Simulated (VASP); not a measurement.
# BN: single point with r2SCAN

BN:

```xyz
4
Lattice="2.5922 0.0000 0.0000 -1.2961 2.2450 0.0000 0.0000 0.0000 4.2269" Properties=species:S:1:pos:R:3 pbc="T T T"
B     1.2961    0.7483    4.2257
B     0.0000    1.4966    2.1123
N     1.2961    0.7483    2.6430
N     0.0000    1.4966    0.5295
```

This cell differs from its parent crystal: strain +0.0150 x Voigt [1, 1, 0, 0, 0, 0].

| Property | Result |
| --- | --- |
| Program | VASP 6.6.1 |
| Task | single point |
| Functional | r2SCAN |
| Potentials or basis | VASP PAW PBE potentials, release 64 (B, N) |
| Cutoff | 520 eV |
| k mesh | 12 × 12 × 6 |
| Occupations | gaussian, width 0.05 eV |
| Spin | no spin polarisation |
| Dipole correction | no |
| Further INCAR settings | ALGO = Normal; EDIFF = 1e-07; NBANDS = 16 |

The pressure is -14.2 GPa. The largest force is 0.021 eV/Å. The band gap on the k mesh is 5.81 eV, indirect (least direct gap 8.65 eV).

Forces in eV/Å, atoms in the order of the input:
```
B    0.000  0.000  0.021
B    0.000  0.000  0.021
N    0.000  0.000 -0.021
N    0.000  0.000 -0.021
```

Stress tensor (GPa, compression positive):
```
-18.46   0.00   0.00
  0.00 -18.46   0.00
  0.00   0.00  -5.65
```

Levels at points of the mesh, in eV from the valence-band top:
| k point | band 4 | band 5 | band 6 | band 7 | band 8 | band 9 | band 10 | band 11 | band 12 | band 13 |
| --- | --- | --- | --- | --- | --- | --- | --- | --- | --- | --- |
| (0.00, 0.00, 0.00) | -2.23 | -2.23 | -0.23 | 0.00 | 0.00 | 8.76 | 8.76 | 9.40 | 9.53 | 10.72 |
| (0.50, 0.00, 0.00) | -7.79 | -6.99 | -5.06 | -4.36 | -2.05 | 6.98 | 8.55 | 11.04 | 11.74 | 13.77 |
| (0.00, 0.00, 0.50) | -5.67 | -1.23 | -1.23 | -1.23 | -1.23 | 9.62 | 9.62 | 10.36 | 10.36 | 10.36 |
| (0.50, 0.00, 0.50) | -10.07 | -3.79 | -3.79 | -3.52 | -3.52 | 7.06 | 7.06 | 10.51 | 10.51 | 14.87 |

It took 3.2 min on 1 thread of AMD EPYC 7R13 (shared host), peak memory 0.12 GiB.

Caveat: the cell differs from its parent crystal (strain +0.0150 x Voigt [1, 1, 0, 0, 0, 0]); the PAW data sets were made with another functional, which shifts forces and pressure a little. A k mesh can miss the band edges.
